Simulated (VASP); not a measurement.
# Al2OsN3 (R-3m) in VASP: notebook

Runs on Al2OsN3. Level: PBE. Tasks: single point, relaxation of cell and atoms.

Program: VASP 6.6.1. These are calculated values, not measurements. Logs are shortened: lines on timing, memory, paths and dates and some standing lists are left out, and cuts for length are marked.

### 1 The cell of the first run

It takes space group R-3m (No. 166, trigonal). Conventional cell: a = 4.683 Å, b = 4.683 Å, c = 11.416 Å, α = 90.00°, β = 90.00°, γ = 120.00°. Al (site symmetry 3m) has 4 Al at 2.67 to 2.93 Å and 9 N at 2.70 to 2.81 Å and 3 Os at 2.76 Å within 3.5 Å. Os (site symmetry -3m) has 6 N at 2.33 Å and 6 Al at 2.76 Å within 3.1 Å. N (site symmetry 2/m) has 2 Os at 2.33 Å and 4 N at 2.34 Å and 6 Al at 2.70 to 2.81 Å within 3.1 Å.

The cell was generated, and may not be a known phase.

### 2 Single point, PBE, collinear spin

Contents of INCAR:

```
SYSTEM = Al2OsN3
  ALGO = Normal
  EDIFF = 1E-6
  ENCUT = 520
  GGA = PE
  ISIF = 2
  ISMEAR = 0
  ISPIN = 2
  LASPH = .True.
  LCHARG = .False.
  LMAXMIX = 4
  LORBIT = 11
  LREAL = .False.
  LWAVE = .False.
  MAGMOM = 0 0 1 0 0 0
  NBANDS = 28
  NELM = 150
  PREC = Accurate
  SIGMA = 0.1
```

Contents of KPOINTS:

```
k-points
0
Gamma
  6 6 6
  0 0 0
```

Contents of POSCAR:

```
Al2OsN3
1.0
    2.3417038400      1.3519833400      3.8052223200
   -2.3417038400      1.3519833400      3.8052223200
    0.0000000000     -2.7039666900      3.8052223200
Al Os N
2 1 3
Direct
    0.6170832500      0.6170832500      0.6170832500
    0.3829167500      0.3829167500      0.3829167500
    0.0000000000      0.0000000000      0.0000000000
    0.5000000000      0.0000000000      0.0000000000
    0.0000000000      0.5000000000      0.0000000000
    0.0000000000      0.0000000000      0.5000000000
```

Potentials or basis: VASP PAW PBE potentials, release 64 (Al, Os, N).

Command:

```bash
> cat potpaw_PBE.64/Al/POTCAR potpaw_PBE.64/Os/POTCAR potpaw_PBE.64/N/POTCAR > POTCAR
> mpirun -np 1 vasp_std > vasp.out
```

OUTCAR:

```text
SYSTEM = Al2OsN3
   EDIFF = 1E-6
   ENCUT = 520
   GGA = PE
   ISIF = 2
   ISMEAR = 0
   ISPIN = 2
   LASPH = .True.
   LORBIT = 11
   LREAL = .False.
   NELM = 150
   PREC = Accurate

 ion  position               nearest neighbor table
   1  0.617  0.617  0.617-   2 2.67   3 2.76   3 2.76   3 2.76   2 2.93   2 2.93   2 2.93
   2  0.383  0.383  0.383-   1 2.67   3 2.76   3 2.76   3 2.76   1 2.93   1 2.93   1 2.93
   3  0.000  0.000  0.000-   4 2.33   5 2.33   5 2.33   4 2.33   6 2.33   6 2.33   2 2.76   1 2.76
                             2 2.76   1 2.76   2 2.76   1 2.76
   4  0.500  0.000  0.000-   3 2.33   3 2.33
   5  0.000  0.500  0.000-   3 2.33   3 2.33
   6  0.000  0.000  0.500-   3 2.33   3 2.33

  LATTYP: Found a trigonal (rhomboedric) cell.
 ALAT       =     4.6680994774
 COS(alpha) =     0.4967153007

  Lattice vectors:

 A1 = (   2.3417038400,   1.3519833400,   3.8052223200)
 A2 = (  -2.3417038400,   1.3519833400,   3.8052223200)
 A3 = (   0.0000000000,  -2.7039666900,   3.8052223200)

Analysis of symmetry for initial positions (statically):
=====================================================================
 Subroutine PRICEL returns:
 Original cell was already a primitive cell.

 Routine SETGRP: Setting up the symmetry group for a
 trigonal (rhombohedral) supercell.

 Subroutine GETGRP returns: Found 12 space group operations
 (whereof 12 operations were pure point group operations)
 out of a pool of 12 trial point group operations.

The static configuration has the point symmetry D_3d.

Analysis of symmetry for dynamics (positions and initial velocities):
=====================================================================
 Subroutine PRICEL returns:
 Original cell was already a primitive cell.

 Routine SETGRP: Setting up the symmetry group for a
 trigonal (rhombohedral) supercell.

 Subroutine GETGRP returns: Found 12 space group operations
 (whereof 12 operations were pure point group operations)
 out of a pool of 12 trial point group operations.

The dynamic configuration has the point symmetry D_3d.

Analysis of structural, dynamic, and magnetic symmetry:
=====================================================================
 Subroutine PRICEL returns:
 Original cell was already a primitive cell.

 Routine SETGRP: Setting up the symmetry group for a
 trigonal (rhombohedral) supercell.

 Subroutine GETGRP returns: Found 12 space group operations
 (whereof 12 operations were pure point group operations)
 out of a pool of 12 trial point group operations.

The overall configuration has the point symmetry D_3d.

 Subroutine INISYM returns: Found 12 space group operations
 (whereof 12 operations are pure point group operations),
 and found     1 'primitive' translations

----------------------------------------------------------------------------------------

                                     Primitive cell

  volume of cell :      72.2827

  direct lattice vectors                    reciprocal lattice vectors
     2.341703840  1.351983340  3.805222320     0.213519742  0.123275680  0.087598912
    -2.341703840  1.351983340  3.805222320    -0.213519742  0.123275680  0.087598912
     0.000000000 -2.703966690  3.805222320     0.000000000 -0.246551361  0.087598911

  length of vectors
     4.668099477  4.668099477  4.668099481     0.261650804  0.261650804  0.261650803

  position of ions in fractional coordinates (direct lattice)
     0.617083250  0.617083250  0.617083250
     0.382916750  0.382916750  0.382916750
     0.000000000  0.000000000  0.000000000
     0.500000000  0.000000000  0.000000000
     0.000000000  0.500000000  0.000000000
     0.000000000  0.000000000  0.500000000

  ion indices of the primitive-cell ions
   primitive index   ion index
                 1           1
                 2           2
                 3           3
                 4           4
                 5           5
                 6           6

----------------------------------------------------------------------------------------

[... 30 lines left out ...]
  0.166667  0.166667 -0.000000      6.000000
  0.333333  0.166667  0.000000     12.000000
[... 16 lines left out ...]
  0.500000  0.500000  0.166667      6.000000
 -0.333333  0.500000  0.166667     12.000000
 [... further k-points ...]
   k-points           NKPTS =     32   k-points in BZ     NKDIM =     32   number of bands    NBANDS=     28
   number of dos      NEDOS =    301   number of ions     NIONS =      6
   total plane-waves  NPLWV =  46656
   dimension x,y,z NGX =    36 NGY =   36 NGZ =   36
   dimension x,y,z NGXF=    72 NGYF=   72 NGZF=   72
   ions per type =               2   1   3
   NGX,Y,Z   is equivalent  to a cutoff of  12.82, 12.82, 12.82 a.u.
   NGXF,Y,Z  is equivalent  to a cutoff of  25.64, 25.64, 25.64 a.u.
 SYSTEM =  Al2OsN3
   PREC   = accura    normal or accurate (medium, high low for compatibility)
   ISTART =      0    job   : 0-new  1-cont  2-samecut
   ICHARG =      2    charge: 1-file 2-atom 10-const
   ISPIN  =      2    spin polarized calculation?
   LNONCOLLINEAR =      F non collinear calculations
   LSORBIT =      F    spin-orbit coupling
   LASPH  =      T    aspherical Exc in radial PAW
   ENCUT  =  520.0 eV  38.22 Ry    6.18 a.u.   8.68  8.68  8.68*2*pi/ulx,y,z
   NELM   =    150;   NELMIN=  2; NELMDL= -5     # of ELM steps
   EDIFF  = 0.1E-05   stopping-criterion for ELM
   LREAL  =      F    real-space projection
   EDIFFG = 0.1E-04   stopping-criterion for IOM
   NSW    =      0    number of steps for IOM
   IBRION =     -1    ionic relax: 0-MD 1-quasi-New 2-CG
   NFREE  =      0    steps in history (QN), initial steepest desc. (CG)
   ISIF   =      2    stress and relaxation
   ISYM   =      2    0-nonsym 1-usesym 2-fastsym
   POTIM  = 0.5000    time-step for ionic-motion
   TEBEG  =    0.0;   TEEND  =   0.0 temperature during run
   PSTRESS=    0.0 pullay stress
   NELECT =      29.0000    total number of electrons
   NUPDOWN=      -1.0000    fix difference up-down
   EMIN   =  10.00;   EMAX   =-10.00  energy-range for DOS
   EFERMI =   0.00;   METHOD = LEGACY
   ISMEAR =     0;   SIGMA  =   0.10  broadening in eV -4-tet -1-fermi 0-gaus
   EFERMI_NEDOS =   21; number of points for ismear=-14 and -15
   IALGO  =     38    algorithm
   IMIX   =      4    mixing-type and parameters
     AMIX     =   0.40;   BMIX     =  1.00
     AMIX_MAG =   1.60;   BMIX_MAG =  1.00
  volume/ion in A,a.u.               =      12.05        81.30
  Fermi-wavevector in a.u.,A,eV,Ry     =   1.207432  2.281715 19.835821  1.457892
  Thomas-Fermi vector in A             =   2.343070
   LORBIT       =     11    0 simple, 1 ext, 2 COOP (PROOUT), +10 PAW based schemes
   GGA     = PE    functional components
   LHFCALC =     F    Hartree Fock is set to
   AEXX    =    0.0000 exact exchange contribution
   IVDW    =     0    specifies the selected vdW correction
   LEPSILON=     F    determine dielectric tensor
   LRPA    =     F    only Hartree local field effects (RPA)
 spin polarized calculation
 Gauss-broadening in eV      SIGMA  =   0.10
  energy-cutoff  :      520.00
  volume of cell :       72.28
 maximum number of plane-waves:      1964
   NGX = 17   NGY = 17   NGZ = 17

 number of electron      29.0000001 magnetization       0.0009356

 Free energy of the ion-electron system (eV)
  ---------------------------------------------------
  ext. energy  EPLUGINS =         0.00000000
  ---------------------------------------------------
  free energy    TOTEN  =       -34.34114248 eV

  energy without entropy =      -34.31476286  energy(sigma->0) =      -34.32795267

 E-fermi :   7.0443     XC(G=0): -11.5045

 val. band max:        7.0278743614   @ k =   0.3333   0.1667   0.0000
 cond. band min:       7.0468510976   @ k =   0.5000   0.3333   0.1667
 fundamental gap:      0.0189767361
 Fermi energy:         7.0443058696

 spin component 1

 k-point     1 :       0.0000    0.0000    0.0000
  band No.  band energies     occupation
      1      -9.6146      1.00000
      2      -5.8370      1.00000
      3      -5.8370      1.00000
      4       0.4074      1.00000
      5       0.9424      1.00000
      6       2.0615      1.00000
[... 685 lines left out ...]
     25      14.4080      0.00000
     26      15.8065      0.00000

 [... further k-points ...]

 spin component 2

 k-point     1 :       0.0000    0.0000    0.0000
  band No.  band energies     occupation
      1      -9.6145      1.00000
      2      -5.8369      1.00000
      3      -5.8369      1.00000
      4       0.4075      1.00000
      5       0.9425      1.00000
      6       2.0616      1.00000
[... 685 lines left out ...]
     25      14.4080      0.00000
     26      15.8065      0.00000

 [... further k-points ...]

 [bands above 26 left out]

------------------------ aborting loop because EDIFF is reached ----------------------------------------

  FORCE on cell =-STRESS in cart. coord.  units (eV):
  Direction    XX          YY          ZZ          XY          YZ          ZX
  --------------------------------------------------------------------------------------
  -------------------------------------------------------------------------------------
  Total       -6.7444574     -6.7444574     -9.0895538      0.0000000      0.0000000      0.0000000
  in kB     -149.4937382   -149.4937384   -201.4737879      0.0000000      0.0000002      0.0000000
  external PRESSURE =    -166.8204215 kB  Pullay stress =       0.0000000 kB

 VOLUME and BASIS-vectors are now :
 -----------------------------------------------------------------------------
  energy-cutoff  :      520.00
  volume of cell :       72.28
      direct lattice vectors                 reciprocal lattice vectors
     2.341703840  1.351983340  3.805222320     0.213519742  0.123275680  0.087598912
    -2.341703840  1.351983340  3.805222320    -0.213519742  0.123275680  0.087598912
     0.000000000 -2.703966690  3.805222320     0.000000000 -0.246551361  0.087598911

 POSITION                                       TOTAL-FORCE (eV/Angst)
 -----------------------------------------------------------------------------------
      0.00000     -0.00000      7.04442        -0.000000     -0.000000      0.176367
      0.00000     -0.00000      4.37125        -0.000000      0.000000     -0.176367
      0.00000      0.00000      0.00000        -0.000000      0.000000      0.000000
      1.17085      0.67599      1.90261         0.000000     -0.000000     -0.000000
     -1.17085      0.67599      1.90261         0.000000      0.000000      0.000000
      0.00000     -1.35198      1.90261        -0.000000      0.000000     -0.000000
 -----------------------------------------------------------------------------------
    total drift:                               -0.000000      0.000000     -0.000000

  FREE ENERGIE OF THE ION-ELECTRON SYSTEM (eV)
  ---------------------------------------------------
  free  energy   TOTEN  =       -34.3411424806 eV

  energy  without entropy=      -34.3147628573  energy(sigma->0) =      -34.32795267

 total charge

# of ion       s       p       d       tot
------------------------------------------
    1        0.421   0.263   0.000   0.684
    2        0.421   0.263   0.000   0.684
    3        0.527   0.476   5.999   7.002
    4        1.371   2.040   0.000   3.411
    5        1.371   2.040   0.000   3.411
    6        1.371   2.040   0.000   3.411
--------------------------------------------------
tot          5.482   7.121   5.999  18.602

 magnetization (x)

# of ion       s       p       d       tot
------------------------------------------
    1        0.000   0.000   0.000   0.000
    2        0.000   0.000   0.000   0.000
    3        0.000   0.000   0.001   0.001
    4        0.000   0.000   0.000   0.000
    5        0.000   0.000   0.000   0.000
    6        0.000   0.000   0.000   0.000
--------------------------------------------------
tot          0.000   0.000   0.001   0.001
```

It took 1.7 min on 1 thread of Intel Xeon Platinum 8559C (Emerald Rapids), shared host; peak memory 0.3 GiB.

What came out:

```
Free energy                                           : -34.3411 eV
Pressure                                              : -16.7 GPa
Largest force                                         : 0.176 eV/Å
Net moment                                            : 0.00 μB per cell
Valence electrons inside the program's atomic spheres : Al 0.68; Os 7.00; N 3.41
```

Forces in eV/Å, atoms in the order of the input:
```
Al   0.000  0.000  0.176
Al   0.000  0.000 -0.176
Os   0.000  0.000  0.000
N    0.000  0.000  0.000
N    0.000  0.000  0.000
N    0.000  0.000  0.000
```

Stress tensor (GPa, compression positive):
```
-14.95   0.00   0.00
  0.00 -14.95   0.00
  0.00   0.00 -20.15
```

Levels at points of the mesh, in eV from the Fermi level:
Spin up:
| k point | band 10 | band 11 | band 12 | band 13 | band 14 | band 15 | band 16 | band 17 | band 18 | band 19 |
| --- | --- | --- | --- | --- | --- | --- | --- | --- | --- | --- |
| (0.00, 0.00, 0.00) | -3.52 | -2.67 | -2.67 | -0.68 | -0.51 | -0.51 | 0.77 | 0.85 | 1.62 | 1.62 |
| (0.50, 0.00, 0.00) | -3.52 | -3.46 | -1.84 | -0.91 | -0.83 | -0.28 | -0.27 | 0.28 | 1.49 | 2.43 |
| (0.50, 0.50, 0.00) | -3.19 | -1.78 | -1.46 | -1.15 | -0.63 | -0.08 | -0.07 | 1.34 | 1.41 | 1.60 |
| (0.50, 0.50, 0.50) | -2.75 | -1.51 | -0.86 | -0.86 | 0.91 | 1.41 | 1.41 | 3.01 | 3.08 | 3.08 |
Spin down:
| k point | band 10 | band 11 | band 12 | band 13 | band 14 | band 15 | band 16 | band 17 | band 18 | band 19 |
| --- | --- | --- | --- | --- | --- | --- | --- | --- | --- | --- |
| (0.00, 0.00, 0.00) | -3.52 | -2.67 | -2.67 | -0.68 | -0.51 | -0.51 | 0.77 | 0.85 | 1.62 | 1.62 |
| (0.50, 0.00, 0.00) | -3.52 | -3.46 | -1.84 | -0.91 | -0.83 | -0.28 | -0.27 | 0.28 | 1.49 | 2.43 |
| (0.50, 0.50, 0.00) | -3.18 | -1.78 | -1.46 | -1.15 | -0.63 | -0.08 | -0.07 | 1.34 | 1.41 | 1.60 |
| (0.50, 0.50, 0.50) | -2.75 | -1.51 | -0.86 | -0.86 | 0.91 | 1.41 | 1.41 | 3.01 | 3.08 | 3.08 |

Caveat: the stress differs along the axes, from -20 to -15 GPa; spin-orbit coupling is left out, which moves the levels of the heavy elements.

[end of part 1 of 3]
